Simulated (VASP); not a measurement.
Runs of VASP 6.6.1 on Si. The structure is that of space group I4/mmm (No. 139), or close to it. The cells are those of the table. 

```csv
task,level,cell,gap on the mesh (eV),pressure (GPa),relaxed volume (Å³/atom)
single point,PBE,"a = 2.696 Å, angles 103.4, 103.4, 122.4°, 1 atom",none,0.0,-
relaxation of cell and atoms,PBE+D4,"relaxed from a = 2.653 Å, angles 104.3, 104.3, 120.3°, 1 atom",none,0.1,(a)
relaxation of cell and atoms,PBE,"relaxed from a = 2.653 Å, angles 104.3, 104.3, 120.3°, 1 atom",none,0.0,14.49
single point,PBE+D4,"a = 2.653 Å, angles 103.4, 103.4, 122.4°, 1 atom",none,0.0,-
```

Alike in all rows: potentials or basis VASP PAW PBE potentials, release 64 (Si); no spin polarisation; k mesh 13 × 13 × 13; cutoff (eV) 500; smearing methfessel-paxton 0.05 eV.

Estimate the missing entries.

(a) 13.80.

A gap of «none» marks levels without a gap at the run's occupations.
